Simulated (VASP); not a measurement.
Ti7Co6: single point with PBEsol

The system is Ti7Co6, a slab with vacuum.

```
Ti Co
1.0
     4.15566    0.00000    0.00000
    -2.07783    3.59891    0.00000
     0.00000    0.00000   25.17925
Ti Co
7 6
Cartesian
  2.0778 1.1996 7.5000
  0.0000 2.3993 9.1965
  0.0000 0.0000 10.8931
  2.0778 1.1996 12.5896
  0.0000 2.3993 14.2862
  0.0000 0.0000 15.9827
  2.0778 1.1996 17.6792
  0.0000 0.0000 8.3483
  2.0778 1.1996 10.0448
  0.0000 2.3993 11.7414
  0.0000 0.0000 13.4379
  2.0778 1.1996 15.1344
  0.0000 2.3993 16.8310
```

| Quantity | Value |
| --- | --- |
| Program | VASP 6.6.1 |
| Task | single point |
| Functional | PBEsol |
| Potentials or basis | VASP PAW PBE potentials, release 64 (Ti_sv, Co) |
| Cutoff | 520 eV |
| k mesh | 9 × 9 × 1 |
| Occupations | gaussian, width 0.1 eV |
| Spin | collinear spin, ferromagnetic start |
| Starting moments | [0.0, 0.0, 0.0, 0.0, 0.0, 0.0, 0.0, 0.75, 0.75, 0.75, 0.75, 0.75, 0.75] μB |
| Dipole correction | yes |
| Further INCAR settings | ALGO = Normal; EDIFF = 1e-06; NBANDS = 85 |

```
Largest force                                         : 0.874 eV/Å
Net moment                                            : 2.88 μB per cell
Site moments                                          : Ti +0.11, +0.04, -0.04 (each value once); Co -0.01, +0.68, +0.71 (each value once) μB
Valence electrons inside the program's atomic spheres : Ti 10.17, 10.32, 10.36 (each value once); Co 8.31, 8.37, 8.38 (each value once)
```

Forces on the atoms (eV/Å):
```
Ti   0.000  0.000  0.631
Ti   0.000  0.000 -0.874
Ti   0.000  0.000 -0.091
Ti   0.000  0.000  0.000
Ti   0.000  0.000  0.091
Ti   0.000  0.000  0.874
Ti   0.000  0.000 -0.631
Co   0.000  0.000  0.803
Co   0.000  0.000 -0.472
Co   0.000  0.000 -0.046
Co   0.000  0.000  0.046
Co   0.000  0.000  0.472
Co   0.000  0.000 -0.803
```

Levels at points of the mesh, in eV from the Fermi level:
Spin up:
| k point | band 67 | band 68 | band 69 | band 70 | band 71 | band 72 | band 73 | band 74 |
| --- | --- | --- | --- | --- | --- | --- | --- | --- |
| (0.00, 0.00, 0.00) | -1.44 | -0.78 | -0.78 | -0.06 | -0.06 | 0.25 | 0.29 | 0.51 |
Spin down:
| k point | band 63 | band 64 | band 65 | band 66 | band 67 | band 68 | band 69 | band 70 | band 71 | band 72 |
| --- | --- | --- | --- | --- | --- | --- | --- | --- | --- | --- |
| (0.00, 0.00, 0.00) | -1.32 | -1.29 | -1.29 | -1.29 | -1.29 | -0.03 | -0.03 | 0.31 | 0.36 | 0.36 |

Run time: 22 min on 4 MPI ranks on Intel(R) Xeon(R) Platinum 8375C CPU @ 2.90GHz (Ice Lake), on a shared host, peak memory 0.97 GiB a rank.

Caveat: the PAW data sets were made with another functional, which shifts forces and pressure a little.
